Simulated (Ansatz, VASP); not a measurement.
# C: VASP beside Ansatz

```xyz
2
Lattice="0.0000 1.7659 1.7659 1.7659 0.0000 1.7659 1.7659 1.7659 0.0000" Properties=species:S:1:pos:R:3 pbc="T T T"
C     1.7659    1.7659    1.7659
C     2.6488    2.6488    2.6488
```

Alike in both runs: functional LDA; k mesh 12 × 12 × 12; occupations gaussian, width 0.02 eV; no spin polarisation.

Ansatz relaxed the structure, and its values are those at the end. VASP's run is a single point on that final structure, the one shown.

```csv
,VASP,Ansatz
version,VASP 6.6.1,Ansatz 0.2.0
potentials or method,"VASP PAW LDA potentials, release 64 (C_h), cutoff 910 eV","scalar-relativistic, plane waves, PAW"
valence electrons in the cell,8,8
```

```tsv
	VASP	Ansatz	Ansatz less VASP
gap on the k mesh at the Fermi level (eV)	4.20	4.20	-0.002
least direct gap on the mesh (eV)	5.63	5.62	-0.003
```

LDA's correlation is that of Perdew and Zunger in VASP and of Perdew and Wang (1992) in Ansatz.

Noted on VASP's run: the cutoff is short for stress, so the pressure is rough.
